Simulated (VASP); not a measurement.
# Ir (Fm-3m) in VASP: a series of runs, part 2 of 2

VASP 6.6.1. Earlier steps stand in the parts before.

## Step 3: Relaxation of cell and atoms, PBEsol

INCAR

```
ALGO     = Normal         # electronic algorithm
EDIFF    = 1E-7           # SCF threshold, eV
EDIFFG   = -0.01          # ionic threshold
ENCUT    = 500            # plane-wave cutoff, eV
GGA      = PS             # functional
GGA_COMPAT= False        
IBRION   = 2              # ionic algorithm
ISIF     = 3              # what is computed and relaxed
ISMEAR   = -1             # smearing method
LASPH    = True           # aspherical terms in the spheres
LCHARG   = False          # write CHGCAR
LREAL    = False          # projectors in reciprocal space
LWAVE    = False          # write WAVECAR
NELM     = 120            # most SCF steps
NELMIN   = 4            
NSW      = 60             # ionic steps
PREC     = Accurate       # precision mode
SIGMA    = 0.1            # smearing width, eV
```

KPOINTS

```
k-points
0
Gamma
  9 9 9
```

POSCAR

```
Ir
1.0
    0.0000000000      1.9156000000      1.9156000000
    1.9156000000      0.0000000000      1.9156000000
    1.9156000000      1.9156000000      0.0000000000
Ir
1
Direct
    0.0000000000      0.0000000000      0.0000000000
```

Potentials or basis: VASP PAW PBE potentials, release 64 (Ir).

Command:

```bash
cat potpaw_PBE.64/Ir/POTCAR > POTCAR
mpirun -np 1 vasp_std > vasp.out
```

OUTCAR:

```text
EDIFF = 1E-7
   EDIFFG = -0.01
   ENCUT = 500
   GGA = PS
   IBRION = 2
   ISIF = 3
   ISMEAR = -1
   LASPH = True
   LREAL = False
   NELM = 120
   NELMIN = 4
   NSW = 60
   PREC = Accurate

 ion  position               nearest neighbor table
   1  0.000  0.000  0.000-

  LATTYP: Found a face centered cubic cell.
 ALAT       =     3.8312000000

  Lattice vectors:

 A1 = (   0.0000000000,   1.9156000000,   1.9156000000)
 A2 = (   1.9156000000,   0.0000000000,   1.9156000000)
 A3 = (   1.9156000000,   1.9156000000,   0.0000000000)

Analysis of symmetry for initial positions (statically):
=====================================================================
 Subroutine PRICEL returns:
 Original cell was already a primitive cell.

 Routine SETGRP: Setting up the symmetry group for a
 face centered cubic supercell.

 Subroutine GETGRP returns: Found 48 space group operations
 (whereof 48 operations were pure point group operations)
 out of a pool of 48 trial point group operations.

The static configuration has the point symmetry O_h .

Analysis of symmetry for dynamics (positions and initial velocities):
=====================================================================
 Subroutine PRICEL returns:
 Original cell was already a primitive cell.

 Routine SETGRP: Setting up the symmetry group for a
 face centered cubic supercell.

 Subroutine GETGRP returns: Found 48 space group operations
 (whereof 48 operations were pure point group operations)
 out of a pool of 48 trial point group operations.

The dynamic configuration has the point symmetry O_h .

 Subroutine INISYM returns: Found 48 space group operations
 (whereof 48 operations are pure point group operations),
 and found     1 'primitive' translations

----------------------------------------------------------------------------------------

                                     Primitive cell

  volume of cell :      14.0587

  direct lattice vectors                    reciprocal lattice vectors
     0.000000000  1.915600000  1.915600000    -0.261014826  0.261014826  0.261014826
     1.915600000  0.000000000  1.915600000     0.261014826 -0.261014826  0.261014826
     1.915600000  1.915600000  0.000000000     0.261014826  0.261014826 -0.261014826

  length of vectors
     2.709067500  2.709067500  2.709067500     0.452090940  0.452090940  0.452090940

  position of ions in fractional coordinates (direct lattice)
     0.000000000  0.000000000  0.000000000

  ion indices of the primitive-cell ions
   primitive index   ion index
                 1           1

----------------------------------------------------------------------------------------

 KPOINTS: k-points

Automatic generation of k-mesh.
 Grid dimensions read from file:
 generate k-points for:    9    9    9

 Generating k-lattice:

  Cartesian coordinates                     Fractional coordinates (reciprocal lattice)
    -0.029001647  0.029001647  0.029001647     0.111111111  0.000000000  0.000000000
     0.029001647 -0.029001647  0.029001647     0.000000000  0.111111111  0.000000000
[... 42 lines left out ...]
   total plane-waves  NPLWV =   8000
   dimension x,y,z NGX =    20 NGY =   20 NGZ =   20
   dimension x,y,z NGXF=    40 NGYF=   40 NGZF=   40
   ions per type =               1
   NGX,Y,Z   is equivalent  to a cutoff of  12.27, 12.27, 12.27 a.u.
   NGXF,Y,Z  is equivalent  to a cutoff of  24.55, 24.55, 24.55 a.u.
 SYSTEM =  unknown system
   PREC   = accura    normal or accurate (medium, high low for compatibility)
   ISTART =      0    job   : 0-new  1-cont  2-samecut
   ICHARG =      2    charge: 1-file 2-atom 10-const
   ISPIN  =      1    spin polarized calculation?
   LNONCOLLINEAR =      F non collinear calculations
   LSORBIT =      F    spin-orbit coupling
   LASPH  =      T    aspherical Exc in radial PAW
   ENCUT  =  500.0 eV  36.75 Ry    6.06 a.u.   4.94  4.94  4.94*2*pi/ulx,y,z
   NELM   =    120;   NELMIN=  4; NELMDL= -5     # of ELM steps
   EDIFF  = 0.1E-06   stopping-criterion for ELM
   LREAL  =      F    real-space projection
   EDIFFG = -.1E-01   stopping-criterion for IOM
   NSW    =     60    number of steps for IOM
   IBRION =      2    ionic relax: 0-MD 1-quasi-New 2-CG
   NFREE  =      1    steps in history (QN), initial steepest desc. (CG)
   ISIF   =      3    stress and relaxation
   ISYM   =      2    0-nonsym 1-usesym 2-fastsym
   POTIM  = 0.5000    time-step for ionic-motion
   TEBEG  =    0.0;   TEEND  =   0.0 temperature during run
   PSTRESS=    0.0 pullay stress
   NELECT =       9.0000    total number of electrons
   NUPDOWN=      -1.0000    fix difference up-down
   EMIN   =  10.00;   EMAX   =-10.00  energy-range for DOS
   EFERMI =   0.00;   METHOD = LEGACY
   ISMEAR =    -1;   SIGMA  =   0.10  broadening in eV -4-tet -1-fermi 0-gaus
   EFERMI_NEDOS =   21; number of points for ismear=-14 and -15
   IALGO  =     38    algorithm
   IMIX   =      4    mixing-type and parameters
     AMIX     =   0.40;   BMIX     =  1.00
     AMIX_MAG =   1.60;   BMIX_MAG =  1.00
  volume/ion in A,a.u.               =      14.06        94.87
  Fermi-wavevector in a.u.,A,eV,Ry     =   1.410937  2.666284 27.085691  1.990742
  Thomas-Fermi vector in A             =   2.532839
   LORBIT       =      0    0 simple, 1 ext, 2 COOP (PROOUT), +10 PAW based schemes
   GGA     = PS    functional components
   LHFCALC =     F    Hartree Fock is set to
   AEXX    =    0.0000 exact exchange contribution
   IVDW    =     0    specifies the selected vdW correction
   LEPSILON=     F    determine dielectric tensor
   LRPA    =     F    only Hartree local field effects (RPA)
 conjugate gradient relaxation of ions
 non-spin polarized calculation
  energy-cutoff  :      500.00
  volume of cell :       14.06
 maximum number of plane-waves:       365
   NGX =  9   NGY =  9   NGZ =  9

--------------------------------------- Ionic step        1  -------------------------------------------

 number of electron       9.0000000 magnetization

 Free energy of the ion-electron system (eV)
  ---------------------------------------------------
  ext. energy  EPLUGINS =         0.00000000
  ---------------------------------------------------
  free energy    TOTEN  =        -9.85133905 eV

  energy without entropy =       -9.83111938  energy(sigma->0) =       -9.84122921

------------------------ aborting loop because EDIFF is reached ----------------------------------------

  FORCE on cell =-STRESS in cart. coord.  units (eV):
  Direction    XX          YY          ZZ          XY          YZ          ZX
  --------------------------------------------------------------------------------------
  -------------------------------------------------------------------------------------
  Total        0.0310027      0.0310027      0.0310027     -0.0000000     -0.0000000      0.0000000
  in kB        3.5331770      3.5331770      3.5331770     -0.0000000     -0.0000000      0.0000000
  external PRESSURE =       3.5331770 kB  Pullay stress =       0.0000000 kB
[... 57 lines left out ...]
--------------------------------------- Ionic step        3  -------------------------------------------

 number of electron       9.0000000 magnetization

 Free energy of the ion-electron system (eV)
  ---------------------------------------------------
  ext. energy  EPLUGINS =         0.00000000
  ---------------------------------------------------
  free energy    TOTEN  =        -9.85135220 eV

  energy without entropy =       -9.83107988  energy(sigma->0) =       -9.84121604

 E-fermi :  10.2184     XC(G=0): -14.1345

 val. band max:       10.1103971823   @ k =   0.3333   0.0000   0.0000
 cond. band min:      10.2958882255   @ k =  -0.4444   0.4444   0.1111
 fundamental gap:      0.1854910431
 Fermi energy:        10.2184247734

 k-point     1 :       0.0000    0.0000    0.0000
  band No.  band energies     occupation
      1      -0.9088      2.00000
      2       6.4053      2.00000
      3       6.4053      2.00000
      4       6.4053      2.00000
      5       9.1330      1.99996
      6       9.1330      1.99996
      7      24.6589      0.00000
      8      30.2489      0.00000
[... 243 lines left out ...]
 k-point    24 :       0.4444    0.4444    0.0000
  band No.  band energies     occupation
      1       2.4065      2.00000
      2       2.9971      2.00000
      3      11.1484      0.00018
      4      11.2256      0.00008
      5      11.5294      0.00000
      6      11.5294      0.00000
      7      21.8842      0.00000
      8      22.5149      0.00000

 [... further k-points ...]

------------------------ aborting loop because EDIFF is reached ----------------------------------------

  FORCE on cell =-STRESS in cart. coord.  units (eV):
  Direction    XX          YY          ZZ          XY          YZ          ZX
  --------------------------------------------------------------------------------------
  -------------------------------------------------------------------------------------
  Total        0.0004286      0.0004286      0.0004286     -0.0000000      0.0000000     -0.0000000
  in kB        0.0488015      0.0488015      0.0488015     -0.0000000      0.0000000     -0.0000000
  external PRESSURE =       0.0488015 kB  Pullay stress =       0.0000000 kB
[... 16 lines left out ...]
  FREE ENERGIE OF THE ION-ELECTRON SYSTEM (eV)
  ---------------------------------------------------
  free  energy   TOTEN  =        -9.8513521957 eV

  energy  without entropy=       -9.8310798800  energy(sigma->0) =       -9.84121604

 reached required accuracy - stopping structural energy minimisation
```

Run time: 7.5 s. Hardware: 1 thread of Intel Xeon Platinum 8375C at 2.90GHz (Ice Lake), shared host; peak memory 0.13 GiB.

Results:

```yaml
Free_energy: -9.8514 eV
Relaxed_volume: 14.07 Å³/atom
Relaxed_cell: a = 2.710 Å, b = 2.710 Å, c = 2.710 Å, α = 60.00°, β = 60.00°, γ = 60.00°
Space_group_after_relaxing_to_0.1_Å: Fm-3m (No. 225)
Energy_gained_by_relaxing: 0.0 meV/atom
Ionic_steps: 3
Pressure_after_relaxing: 0.0 GPa
Band_gap_on_the_k_mesh: zero (an odd number of electrons rules out a gap without spin polarisation)
```

Final structure:
```
Ir
1.0
     0.00000    1.91616    1.91616
     1.91616    0.00000    1.91616
     1.91616    1.91616    0.00000
Ir
1
Cartesian
  0.0000 0.0000 0.0000
```

Levels at points of the mesh, in eV from the Fermi level:
| k point | band 3 | band 4 | band 5 | band 6 | band 7 | band 8 |
| --- | --- | --- | --- | --- | --- | --- |
| (0.00, 0.00, 0.00) | -3.81 | -3.81 | -1.09 | -1.09 | 14.44 | 20.03 |

Caveat: the PAW data sets were made with another functional, which shifts forces and pressure a little; spin-orbit coupling is left out, which moves the levels of the heavy elements.
